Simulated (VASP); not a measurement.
Input of a VASP 6.6.1 run:

POSCAR

```
C
1.0
    0.0000000000      1.7727790118      1.7727790118
    1.7727790118      0.0000000000      1.7727790118
    1.7727790118      1.7727790118      0.0000000000
C
2
Direct
    0.0000000000      0.0000000000      0.0000000000
    0.2500000000      0.2500000000      0.2500000000
```

The input INCAR.step1:

```
  PREC = Accurate
  ENCUT = 520
  EDIFF = 1E-5
  ISMEAR = 0
  SIGMA = 0.01
  LREAL = F
  LASPH = T
  NELM = 100
  ALGO = Normal
  ISIF = 2
  LWAVE = T
  LCHARG = F
  GGA = PE
  NBANDS = 11
```

The input INCAR.step2:

```
  PREC = Accurate
  ENCUT = 520
  EDIFF = 1E-6
  ISMEAR = 0
  SIGMA = 0.01
  LREAL = F
  LASPH = T
  NELM = 100
  ALGO = Normal
  ISIF = 2
  LWAVE = F
  LCHARG = F
  GGA = PE
  LHFCALC = T
  HFSCREEN = 0.2079
  PRECFOCK = Normal
  ISTART = 1
  NBANDS = 11
```

Contents of KPOINTS:

```
regular mesh
0
Gamma
  6 6 6
```

Potentials or basis: VASP PAW PBE potentials, release 64 (C).

Run with:

```sh
$ cat potpaw_PBE.64/C/POTCAR > POTCAR
$ cp INCAR.step1 INCAR
$ mpirun -np 1 vasp_std > vasp.out
$ cp INCAR.step2 INCAR
$ mpirun -np 1 vasp_std > vasp.out
```

What does it give for the band gap on the k mesh?

5.37 eV (least direct gap 7.03 eV).

What does it give for the pressure?

1.0 GPa.

Caveat: the k points lie up to 0.51 Å⁻¹ apart; the PAW data sets were made with another functional, which shifts forces and pressure a little. A k mesh can miss the band edges.
